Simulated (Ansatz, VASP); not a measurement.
# One calculation of Ti, two programs

INCAR

```
SYSTEM = Ti
PREC = Accurate ; ENCUT = 520
EDIFF = 1E-6 ; ISMEAR = -1
SIGMA = 0.05 ; LREAL = .FALSE.
LASPH = .TRUE. ; NELM = 80
ALGO = Normal ; ISIF = 2
LWAVE = .FALSE. ; LCHARG = .FALSE.
GGA = PE ; NBANDS = 12
```

The input KPOINTS:

```
regular mesh
0
G
  14 14 14
  0 0 0
```

Contents of POSCAR:

```
Ti
1.0
   -1.5917700000      1.5917700000      1.6410000000
    1.5917700000     -1.5917700000      1.6410000000
    1.5917700000      1.5917700000     -1.6410000000
Ti
1
Direct
    0.0000000000      0.0000000000      0.0000000000
```

Input for Ansatz:

```yaml
crystal:
  lattice:
    - [-1.59177, 1.59177, 1.641]
    - [1.59177, -1.59177, 1.641]
    - [1.59177, 1.59177, -1.641]
  atoms:
    - { symbol: Ti, position: [0.0, 0.0, 0.0] }
kpoints:
  mp_grid: { grid: [14, 14, 14] }
  band_path:
    path:
      - [0.0, 0.0, 0.0]
      - [0.0, 0.0, 0.5]
      - [0.25, 0.25, 0.25]
      - [0.0, 0.5, 0.0]
      - [0.0, 0.0, 0.0]
      - [0.5, 0.5, -0.5]
      - [0.485225, 0.514775, -0.485225]
      - [-0.485225, 0.485225, 0.485225]
      - [0.0, 0.0, 0.0]
    npoints: 5
scf:
  occupations: { method: fermi_dirac, width: 0.05 }
hamiltonian:
  xc: pbe
  pseudopotentials: { kind: all_electron, lapw: { basis_error: 0.00025 } }
output:
  forces: true
  stress: true
  eigenvalues: true
```

Change from the starting cell: equal xx and yy strain of -3 %.

Alike in both runs: task single point; functional PBE; k mesh 14 × 14 × 14; occupations fermi-dirac, width 0.05 eV; no spin polarisation.

|  | VASP | Ansatz |
| --- | --- | --- |
| version | VASP 6.6.1 | Ansatz 0.2.0 |
| potentials or method | VASP PAW PBE potentials, release 64 (Ti_sv), cutoff 520 eV | all-electron LAPW, scalar-relativistic |

```csv
,VASP,Ansatz,Ansatz less VASP
pressure (GPa),3.9,4.2,+0.29
"traceless stress, the component that is largest in VASP (GPa)",0.43,0.43,+0.003
```

Ansatz ran all-electron here, and VASP with PAW potentials.
